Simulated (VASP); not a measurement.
Al3BSb2:

```
CELL_PARAMETERS angstrom
4.65509 0.00000 0.00000
-2.32755 4.03143 0.00000
0.00000 0.00000 7.43974
ATOMIC_POSITIONS crystal
Al 0.00000 0.00000 0.20250
Al 0.00000 0.00000 0.79750
Al 0.00000 0.00000 0.50000
B 0.00000 0.00000 0.00000
Sb 0.33333 0.66667 0.50000
Sb 0.66667 0.33333 0.50000
```

The cell was built from a structure type or drawn by symmetry, and may not be a known phase.

* Program: VASP 6.6.1
* Task: relaxation of cell and atoms
* Functional: PBE
* Potentials or basis: VASP PAW PBE potentials, release 64 (Al, B, Sb)
* Cutoff: 500 eV
* k mesh: 4 × 4 × 2
* Occupations: gaussian, width 0.2 eV
* Spin: no spin polarisation

At the start: pressure 41.9 GPa; volume 23.27 Å³/atom.

Problem. How do energy, volume and symmetry change on relaxing?

Solution. Over 16 steps the energy falls by 1530.1 meV/atom and the volume is 35.49 Å³/atom (+52.5 %); space group P6/mmm (No. 191, to 0.1 Å) before and after.

Step by step:
```csv
step,energy change (eV),largest force (eV/Å),pressure (GPa),volume (Å³)
1,0.0000,14.5078,41.85,139.62
2,-5.6071,2.3287,-0.89,293.54
3,-5.7571,2.4313,-0.72,285.26
4,-5.9020,2.5420,-0.53,277.42
5,-7.1189,4.7336,4.76,201.89
6,-7.0284,4.8724,12.88,169.17
7,-7.0350,5.1724,5.68,196.61
8,-7.1435,5.4812,8.14,183.16
9,-8.7211,1.0046,-1.93,232.11
10,-8.7451,1.3161,-1.21,224.42
11,-9.0513,0.9439,-0.91,217.65
12,-9.1616,0.3064,0.79,209.77
13,-9.1770,0.2414,0.02,212.40
14,-9.1793,0.1137,0.20,211.72
15,-9.1792,0.0632,0.28,211.46
16,-9.1808,0.0441,0.05,212.93
```

Final structure:
```
CELL_PARAMETERS angstrom
5.25321 0.00000 0.00000
-2.62660 4.54941 0.00000
0.00000 0.00000 8.90946
ATOMIC_POSITIONS crystal
Al 0.00000 0.00000 0.22394
Al 0.00000 0.00000 0.77606
Al 0.00000 0.00000 0.50000
B 0.00000 0.00000 0.00000
Sb 0.33333 0.66667 0.50000
Sb 0.66667 0.33333 0.50000
```

Caveat: the k points lie up to 0.35 Å⁻¹ apart in the final cell; the volume moved by over 15 % at a fixed basis, so the end points are rough; the relaxation stopped at a loose force limit of 0.08 eV/Å, so its end isn't a converged minimum.
